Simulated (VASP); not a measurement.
Ru: single point with LDA

Crystal: Ru.

```xyz
2
Lattice="-2.0999 2.0999 1.1329 2.0999 -2.0999 1.1329 2.0999 2.0999 -1.1329" Properties=species:S:1:pos:R:3 pbc="T T T"
Ru    0.0000   -1.0499   -0.2832
Ru    0.0000    1.0499    0.2832
```

```json
{
  "Program": "VASP 6.6.1",
  "Task": "single point",
  "Functional": "LDA",
  "Potentials or basis": "VASP PAW LDA potentials, release 64 (Ru_pv)",
  "Cutoff": "520 eV",
  "k mesh": "19 × 19 × 19",
  "Occupations": "fermi-dirac, width 0.1 eV",
  "Spin": "no spin polarisation",
  "Dipole correction": "no",
  "Further INCAR settings": "ALGO = Normal; EDIFF = 1e-07; NBANDS = 21"
}
```

```json
{
 "Pressure": "256.3 GPa",
 "Band gap on the k mesh": "zero (bands 14 and 15 overlap by 2.95 eV)"
}
```

Stress tensor (GPa, compression positive):
```
257.04   0.00   0.00
  0.00 257.04   0.00
  0.00   0.00 254.89
```

Levels at points of the mesh, in eV from the Fermi level:
```tsv
k point	band 11	band 12	band 13	band 14	band 15	band 16	band 17	band 18
(0.00, 0.00, 0.00)	-6.72	-0.69	-0.69	-0.58	-0.58	3.48	5.74	9.00
```

Run time: 79 s on 1 thread of AMD EPYC 9R45 96-Core Processor (Zen 5), with other jobs on the host, peak memory 0.25 GiB.

Caveat: the cell stands under pressure.
